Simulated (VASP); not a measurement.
# BN (P6_3/mmc) in VASP: settings compared

The runs below take BN through single point, with B3LYP, r2SCAN50.

All numbers are computed with VASP 6.6.1; they aren't measurements. Logs are shortened: lines on timing, memory, paths and dates and some standing lists are left out, and cuts for length are marked.

**1. The cell of the first run**

Symmetry: P6_3/mmc, No. 194, hexagonal system. The conventional cell has a = 2.498 Å, b = 2.498 Å, c = 6.636 Å, α = 90.00°, β = 90.00°, γ = 120.00°. N (site symmetry -6m2) has 3 B at 1.44 Å within 1.9 Å. B (site symmetry -6m2) has 3 N at 1.44 Å within 1.9 Å.

**2. Single point, B3LYP**

POSCAR

```
BN
1.0
    2.4982400000      0.0000000000      0.0000000000
   -1.2491200000      2.1635393048      0.0000000000
    0.0000000000      0.0000000000      6.6357000000
N B
2 2
Direct
    0.6666666667      0.3333333333      0.2500000000
    0.3333333333      0.6666666667      0.7500000000
    0.6666666667      0.3333333333      0.7500000000
    0.3333333333      0.6666666667      0.2500000000
```

INCAR.step1

```
ALGO = Normal
EDIFF = 1E-5
ENCUT = 520
GGA = PE
ISIF = 2
ISMEAR = -1
LASPH = True
LCHARG = False
LREAL = False
LWAVE = True
NBANDS = 16
NELM = 60
PREC = Accurate
SIGMA = 0.05
```

INCAR.step2

```
AEXX = 0.2
AGGAC = 0.81
AGGAX = 0.72
ALDAC = 0.19
ALGO = Normal
EDIFF = 1E-6
ENCUT = 520
GGA = B3
ISIF = 2
ISMEAR = -1
ISTART = 1
LASPH = True
LCHARG = False
LHFCALC = True
LREAL = False
LWAVE = False
NBANDS = 16
NELM = 60
PREC = Accurate
PRECFOCK = Normal
SIGMA = 0.05
```

KPOINTS

```
k-points
0
Gamma
  6 6 2
```

Potentials or basis: VASP PAW PBE potentials, release 64 (N, B).

Command:

```console
$ cat potpaw_PBE.64/N/POTCAR potpaw_PBE.64/B/POTCAR > POTCAR
$ cp INCAR.step1 INCAR
$ mpirun -np 1 vasp_std > vasp.out
$ cp INCAR.step2 INCAR
$ mpirun -np 1 vasp_std > vasp.out
```

OUTCAR:

```text
AEXX = 0.2
   EDIFF = 1E-6
   ENCUT = 520
   GGA = B3
   ISIF = 2
   ISMEAR = -1
   ISTART = 1
   LASPH = True
   LHFCALC = True
   LREAL = False
   NELM = 60
   PREC = Accurate
   PRECFOCK = Normal

 ion  position               nearest neighbor table
   1  0.667  0.333  0.250-   4 1.44   4 1.44   4 1.44
   2  0.333  0.667  0.750-   3 1.44   3 1.44   3 1.44
   3  0.667  0.333  0.750-   2 1.44   2 1.44   2 1.44
   4  0.333  0.667  0.250-   1 1.44   1 1.44   1 1.44

  LATTYP: Found a hexagonal cell.
 ALAT       =     2.4982400000
 C/A-ratio  =     2.6561499296

  Lattice vectors:

 A1 = (   2.4982400000,   0.0000000000,   0.0000000000)
 A2 = (  -1.2491200000,   2.1635393048,   0.0000000000)
 A3 = (   0.0000000000,   0.0000000000,   6.6357000000)

Analysis of symmetry for initial positions (statically):
=====================================================================
 Subroutine PRICEL returns:
 Original cell was already a primitive cell.

 Routine SETGRP: Setting up the symmetry group for a
 hexagonal supercell.

 Subroutine GETGRP returns: Found 24 space group operations
 (whereof 12 operations were pure point group operations)
 out of a pool of 24 trial point group operations.

The static configuration has the point symmetry D_3d.
 The point group associated with its full space group is D_6h.

Analysis of symmetry for dynamics (positions and initial velocities):
=====================================================================
 Subroutine PRICEL returns:
 Original cell was already a primitive cell.

 Routine SETGRP: Setting up the symmetry group for a
 hexagonal supercell.

 Subroutine GETGRP returns: Found 24 space group operations
 (whereof 12 operations were pure point group operations)
 out of a pool of 24 trial point group operations.

The dynamic configuration has the point symmetry D_3d.
 The point group associated with its full space group is D_6h.

 Subroutine INISYM returns: Found 24 space group operations
 (whereof 12 operations are pure point group operations),
 and found     1 'primitive' translations

----------------------------------------------------------------------------------------

                                     Primitive cell

  volume of cell :      35.8662

  direct lattice vectors                    reciprocal lattice vectors
     2.498240000  0.000000000  0.000000000     0.400281798  0.231102804  0.000000000
    -1.249120000  2.163539305  0.000000000     0.000000000  0.462205608  0.000000000
     0.000000000  0.000000000  6.635700000     0.000000000  0.000000000  0.150700002

  length of vectors
     2.498240000  2.498240000  6.635700000     0.462205608  0.462205608  0.150700002

  position of ions in fractional coordinates (direct lattice)
     0.666666667  0.333333333  0.250000000
     0.333333333  0.666666667  0.750000000
     0.666666667  0.333333333  0.750000000
     0.333333333  0.666666667  0.250000000

  ion indices of the primitive-cell ions
   primitive index   ion index
                 1           1
                 2           2
                 3           3
                 4           4

----------------------------------------------------------------------------------------

 KPOINTS: k-points

Automatic generation of k-mesh.
 Grid dimensions read from file:
 generate k-points for:    6    6    2

 Generating k-lattice:

  Cartesian coordinates                     Fractional coordinates (reciprocal lattice)
     0.066713633  0.038517134  0.000000000     0.166666667 -0.000000000  0.000000000
     0.000000000  0.077034268  0.000000000     0.000000000  0.166666667  0.000000000
     0.000000000  0.000000000  0.075350001     0.000000000  0.000000000  0.500000000

  Length of vectors
     0.077034268  0.077034268  0.075350001

  Shift w.r.t. Gamma in fractional coordinates (k-lattice)
     0.000000000  0.000000000  0.000000000

 Subroutine IBZKPT returns following result:
 ===========================================

 Found     14 irreducible k-points:

 Following reciprocal coordinates:
            Coordinates               Weight
  0.000000  0.000000  0.000000      1.000000
  0.166667  0.000000  0.000000      6.000000
  0.333333  0.000000  0.000000      6.000000
  0.500000  0.000000  0.000000      3.000000
  0.166667  0.166667  0.000000      6.000000
  0.333333  0.166667  0.000000     12.000000
  0.333333  0.333333  0.000000      2.000000
  0.000000  0.000000  0.500000      1.000000
  0.166667  0.000000  0.500000      6.000000
  0.333333  0.000000  0.500000      6.000000
  0.500000  0.000000  0.500000      3.000000
  0.166667  0.166667  0.500000      6.000000
  0.333333  0.166667  0.500000     12.000000
  0.333333  0.333333  0.500000      2.000000
   k-points           NKPTS =     14   k-points in BZ     NKDIM =     72   number of bands    NBANDS=     16
   number of dos      NEDOS =    301   number of ions     NIONS =      4
   total plane-waves  NPLWV =  20000
   dimension x,y,z NGX =    20 NGY =   20 NGZ =   50
   dimension x,y,z NGXF=    40 NGYF=   40 NGZF=  100
   ions per type =               2   2
   NGX,Y,Z   is equivalent  to a cutoff of  13.31, 13.31, 12.53 a.u.
   NGXF,Y,Z  is equivalent  to a cutoff of  26.62, 26.62, 25.05 a.u.
 SYSTEM =  unknown system
   PREC   = accura    normal or accurate (medium, high low for compatibility)
   ISTART =      1    job   : 0-new  1-cont  2-samecut
   ICHARG =      0    charge: 1-file 2-atom 10-const
   ISPIN  =      1    spin polarized calculation?
   LNONCOLLINEAR =      F non collinear calculations
   LSORBIT =      F    spin-orbit coupling
   LASPH  =      T    aspherical Exc in radial PAW
   ENCUT  =  520.0 eV  38.22 Ry    6.18 a.u.   4.65  4.65 12.34*2*pi/ulx,y,z
   NELM   =     60;   NELMIN=  2; NELMDL=  0     # of ELM steps
   EDIFF  = 0.1E-05   stopping-criterion for ELM
   LREAL  =      F    real-space projection
   EDIFFG = 0.1E-04   stopping-criterion for IOM
   NSW    =      0    number of steps for IOM
   IBRION =     -1    ionic relax: 0-MD 1-quasi-New 2-CG
   NFREE  =      0    steps in history (QN), initial steepest desc. (CG)
   ISIF   =      2    stress and relaxation
   ISYM   =      3    0-nonsym 1-usesym 2-fastsym
   POTIM  = 0.5000    time-step for ionic-motion
   TEBEG  =    0.0;   TEEND  =   0.0 temperature during run
   PSTRESS=    0.0 pullay stress
   NELECT =      16.0000    total number of electrons
   NUPDOWN=      -1.0000    fix difference up-down
   EMIN   =  10.00;   EMAX   =-10.00  energy-range for DOS
   EFERMI =   0.00;   METHOD = LEGACY
   ISMEAR =    -1;   SIGMA  =   0.05  broadening in eV -4-tet -1-fermi 0-gaus
   EFERMI_NEDOS =   21; number of points for ismear=-14 and -15
   IALGO  =     38    algorithm
   IMIX   =      1    mixing-type and parameters
     AMIX     =   0.40;   BMIX     =  1.00
     AMIX_MAG =   1.60;   BMIX_MAG =  1.00
  volume/ion in A,a.u.               =       8.97        60.51
  Fermi-wavevector in a.u.,A,eV,Ry     =   1.250891  2.363842 21.289433  1.564729
  Thomas-Fermi vector in A             =   2.384864
   LORBIT       =      0    0 simple, 1 ext, 2 COOP (PROOUT), +10 PAW based schemes
   GGA     = B3    functional components
   LHFCALC =     T    Hartree Fock is set to
   PRECFOCK=normal    Normal, Fast or Accurate (Low or Medium for compatibility)
   ENCUT4O =  -1.0   cutoff for four orbital integrals eV
   NKREDX  =     1    reduce k-point grid by
   NKREDY  =     1    reduce k-point grid by
   NKREDZ  =     1    reduce k-point grid by
   AEXX    =    0.2000 exact exchange contribution
   HFSCREEN=    0.0000 screening length (either q_TF or 0.3 A-1)
   HFSCREENC=   0.0000 screening length for correlation (either q_TF or 0.3 A-1)
   ENCUTFOCK=  -1.0 apply spherical cutoff to Coloumb kernel
   IVDW    =     0    specifies the selected vdW correction
   LEPSILON=     F    determine dielectric tensor
   LRPA    =     F    only Hartree local field effects (RPA)
 non-spin polarized calculation
  energy-cutoff  :      520.00
  volume of cell :       35.87
 maximum number of plane-waves:       985
 NGX is ok and might be reduce to    20
  NGX = 14; NGY = 14; NGZ = 40

 number of electron      15.9999997 magnetization

 Free energy of the ion-electron system (eV)
  ---------------------------------------------------
  ext. energy  EPLUGINS =         0.00000000
  ---------------------------------------------------
  free energy    TOTEN  =       -40.12656586 eV

  energy without entropy =      -40.12656586  energy(sigma->0) =      -40.12656586

 E-fermi :   2.5823     XC(G=0):  -8.1013

 val. band max:        1.4996101936   @ k =   0.3333   0.3333   0.5000
 cond. band min:       7.5258856640   @ k =   0.5000   0.0000   0.0000
 fundamental gap:      6.0262754705
 Fermi energy:         2.5823181236

 k-point     1 :       0.0000    0.0000    0.0000
  band No.  band energies     occupation
      1     -17.7080      2.00000
      2     -17.3980      2.00000
      3      -5.1909      2.00000
      4      -2.9177      2.00000
      5      -0.1283      2.00000
      6      -0.1283      2.00000
[... 8 lines left out ...]
     15      16.0823      0.00000
     16      17.0149      0.00000

 k-point     2 :       0.1667    0.0000    0.0000
  band No.  band energies     occupation
      1     -17.1370      2.00000
      2     -16.8468      2.00000
      3      -4.3858      2.00000
      4      -2.1985      2.00000
      5      -2.1941      2.00000
      6      -2.1490      2.00000
[... 8 lines left out ...]
     15      17.6508      0.00000
     16      17.6942      0.00000

 k-point     3 :       0.3333    0.0000    0.0000
  band No.  band energies     occupation
      1     -15.5985      2.00000
      2     -15.3770      2.00000
      3      -5.9968      2.00000
      4      -5.9108      2.00000
      5      -2.5095      2.00000
      6      -2.4446      2.00000
[... 8 lines left out ...]
     15      19.4233      0.00000
     16      22.5761      0.00000
[... 172 lines left out ...]
 k-point    13 :       0.3333    0.1667    0.5000
  band No.  band energies     occupation
      1     -14.3788      2.00000
      2     -14.3788      2.00000
      3      -7.2147      2.00000
      4      -7.2147      2.00000
      5      -4.2964      2.00000
      6      -4.2964      2.00000
[... 8 lines left out ...]
     15      19.7638      0.00000
     16      19.7638      0.00000

 k-point    14 :       0.3333    0.3333    0.5000
  band No.  band energies     occupation
      1     -13.6716      2.00000
      2     -13.6716      2.00000
      3      -7.0036      2.00000
      4      -7.0036      2.00000
      5      -6.2979      2.00000
      6      -6.2979      2.00000
[... 8 lines left out ...]
     15      21.3243      0.00000
     16      21.3243      0.00000

------------------------ aborting loop because EDIFF is reached ----------------------------------------

  FORCE on cell =-STRESS in cart. coord.  units (eV):
  Direction    XX          YY          ZZ          XY          YZ          ZX
  --------------------------------------------------------------------------------------
  -------------------------------------------------------------------------------------
  Total        0.2808332      0.2808332      0.8444409      0.0000000      0.0000000      0.0000000
  in kB       12.5450779     12.5450779     37.7219508      0.0000000      0.0000000      0.0000000
  external PRESSURE =      20.9373689 kB  Pullay stress =       0.0000000 kB

 VOLUME and BASIS-vectors are now :
 -----------------------------------------------------------------------------
  energy-cutoff  :      520.00
  volume of cell :       35.87
      direct lattice vectors                 reciprocal lattice vectors
     2.498240000  0.000000000  0.000000000     0.400281798  0.231102804  0.000000000
    -1.249120000  2.163539305  0.000000000     0.000000000  0.462205608  0.000000000
     0.000000000  0.000000000  6.635700000     0.000000000  0.000000000  0.150700002

 POSITION                                       TOTAL-FORCE (eV/Angst)
 -----------------------------------------------------------------------------------
      1.24912      0.72118      1.65892        -0.000000     -0.000000     -0.000000
     -0.00000      1.44236      4.97677         0.000000      0.000000      0.000000
      1.24912      0.72118      4.97677        -0.000000      0.000000      0.000000
     -0.00000      1.44236      1.65892         0.000000      0.000000     -0.000000
 -----------------------------------------------------------------------------------
    total drift:                               -0.000000      0.000000     -0.000000

  FREE ENERGIE OF THE ION-ELECTRON SYSTEM (eV)
  ---------------------------------------------------
  free  energy   TOTEN  =       -40.1265658622 eV

  energy  without entropy=      -40.1265658621  energy(sigma->0) =      -40.12656586
```

Wall time 2.5 min (1 thread of Intel Xeon 6975P-C (Granite Rapids), shared host); peak memory 0.15 GiB.

Results:

| Item | Value |
| --- | --- |
| Free energy | -40.1266 eV |
| Pressure | 2.1 GPa |
| Band gap on the k mesh | 6.03 eV, indirect (least direct gap 6.46 eV) |

Caveat: the k points lie up to 0.48 Å⁻¹ apart; the PAW data sets were made with another functional, which shifts forces and pressure a little; this functional lacks dispersion, which binds the layers, so the pressure and a relaxed spacing across them are unreliable.

(Part 1 of 2 ends here.)
